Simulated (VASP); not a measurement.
Crystal: AlNi3.

```
Al Ni
1.0
     3.52305    0.00000    0.00000
     0.00000    3.52305    0.00000
     0.00000    0.00000    3.52305
Al Ni
1 3
Direct
  0.00000 0.00000 0.00000
  0.00000 0.50000 0.50000
  0.50000 0.00000 0.50000
  0.50000 0.50000 0.00000
```

Base run:

| Property | Result |
| --- | --- |
| Program | VASP 6.6.1 |
| Functional | PBE |
| Potentials or basis | VASP PAW PBE potentials, release 64 (Al, Ni) |
| Cutoff | 520 eV |
| k mesh | 10 × 10 × 10 |
| Occupations | fermi-dirac, width 0.03 eV |
| Spin | collinear spin, ferromagnetic start |
| Starting moments | [0.0, 0.3, 0.3, 0.3] μB |

Its results: net moment 0.00 μB per cell.

Task: The run is repeated on the same cell with these changes: moments at the start from [0.0, 0.3, 0.3, 0.3] to [0.0, 1.5, 1.5, 1.5]. What comes out?

Result: Net moment 0.72 μB per cell; site moments Al -0.01; Ni +0.26 μB.
